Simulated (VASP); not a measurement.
RbBr3: relaxation of cell and atoms with PBE

The system is RbBr3.

```
Rb Br
1.0
    -2.22674    2.22674    8.02224
     2.22674   -2.22674    8.02224
     2.22674    2.22674   -8.02224
Rb Br
1 3
Direct
  0.00000 0.00000 0.00000
  0.75000 0.25000 0.50000
  0.25000 0.75000 0.50000
  0.50000 0.50000 0.00000
```

```json
{
 "Program": "VASP 6.6.1",
 "Task": "relaxation of cell and atoms",
 "Functional": "PBE",
 "Potentials or basis": "VASP PAW PBE potentials, release 64 (Rb_sv, Br)",
 "Cutoff": "600 eV",
 "k mesh": "14 × 14 × 14",
 "Occupations": "gaussian, width 0.1 eV",
 "Spin": "no spin polarisation",
 "Dipole correction": "no",
 "Further INCAR settings": "ALGO = Normal; EDIFF = 1e-06; IBRION = 2; EDIFFG = -0.01; NSW = 100; ISIF = 3"
}
```

```yaml
Pressure_after_relaxing: 0.0 GPa
Band_gap_on_the_k_mesh: zero (bands 15 and 16 overlap by 1.24 eV)
```

Final structure:
```yaml
crystal:
  lattice:
    - [-2.22674, 2.22674, 8.02224]
    - [2.22674, -2.22674, 8.02224]
    - [2.22674, 2.22674, -8.02224]
  atoms:
    - { symbol: Rb, position: [0.00000, 0.00000, 0.00000] }
    - { symbol: Br, position: [0.75000, 0.25000, 0.50000] }
    - { symbol: Br, position: [0.25000, 0.75000, 0.50000] }
    - { symbol: Br, position: [0.50000, 0.50000, 0.00000] }
```

Levels at points of the mesh, in eV from the Fermi level:
| k point | band 13 | band 14 | band 15 | band 16 | band 17 | band 18 |
| --- | --- | --- | --- | --- | --- | --- |
| (0.00, 0.00, 0.00) | 0.03 | 0.03 | 0.45 | 0.45 | 4.79 | 6.09 |
| (0.50, 0.00, 0.00) | -1.37 | -1.04 | -0.53 | -0.21 | 6.97 | 7.19 |
| (0.50, 0.50, 0.00) | -0.18 | -0.13 | 1.00 | 1.00 | 6.54 | 6.64 |
| (0.50, 0.50, 0.50) | 0.03 | 0.03 | 0.45 | 0.45 | 5.94 | 6.00 |

It took 9.6 min on 4 MPI ranks on Intel(R) Xeon(R) 6975P-C (Granite Rapids), with other jobs on the host, peak memory 1.3 GiB a rank.
